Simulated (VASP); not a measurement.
Set up this calculation in VASP 6.6.1, as the native input.

```
Task                   : single point
Functional             : PBE
Potentials or basis    : VASP PAW PBE potentials, release 64 (Ta_pv, Ge_d, W_sv)
Cutoff                 : 520 eV
k mesh                 : 4 × 4 × 4
Occupations            : gaussian, width 0.1 eV
Spin                   : no spin polarisation
Dipole correction      : no
Further INCAR settings : ALGO = Normal; EDIFF = 1e-07; NBANDS = 50
```

The structure of TaGe3W2 lies in POSCAR:

```
TaGe3W2
1.0
    3.7142205409      0.0000000000      0.0000000000
    0.0000000000      3.7142205409      0.0000000000
    0.0000000000      0.0000000000      7.5638515611
Ta Ge W
1 3 2
Direct
    0.5000000000      0.5000000000      0.0000000000
    0.0000000000      0.0000000000      0.0000000000
    0.5000000000      0.0000000000      0.6227093266
    0.0000000000      0.5000000000      0.3772906734
    0.5000000000      0.0000000000      0.2644552429
    0.0000000000      0.5000000000      0.7355447571
```

The cell was generated, and may not be a known phase.

These files were run (other wordings do the same):

INCAR

```
  PREC = Accurate
  ENCUT = 520
  EDIFF = 1E-7
  ISMEAR = 0
  SIGMA = 0.1
  LREAL = False
  LASPH = True
  NELM = 100
  ALGO = Normal
  ISIF = 2
  LWAVE = False
  LCHARG = False
  GGA = PE
  NBANDS = 50
```

KPOINTS

```
regular mesh
0
Gamma
  4 4 4
```

Potentials or basis: VASP PAW PBE potentials, release 64 (Ta_pv, Ge_d, W_sv).

Launch:

```console
$ cat potpaw_PBE.64/Ta_pv/POTCAR potpaw_PBE.64/Ge_d/POTCAR potpaw_PBE.64/W_sv/POTCAR > POTCAR
$ mpirun -np 1 vasp_std > vasp.out
```

Results of the run:

```yaml
Pressure: -0.1 GPa
Largest_force: 0.029 eV/Å
Band_gap_on_the_k_mesh: zero (an odd number of electrons rules out a gap without spin polarisation)
```

Caveat: the k points lie up to 0.42 Å⁻¹ apart, too coarse for converged energies and pressures of a metal; spin-orbit coupling is left out, which moves the levels of the heavy elements; an odd number of electrons without spin polarisation forces a metal; a magnetic or distorted state may lie lower.

Run time: 65 s on 1 thread of Intel(R) Xeon(R) Platinum 8488C (Sapphire Rapids), with other jobs on the host, peak memory 0.24 GiB.
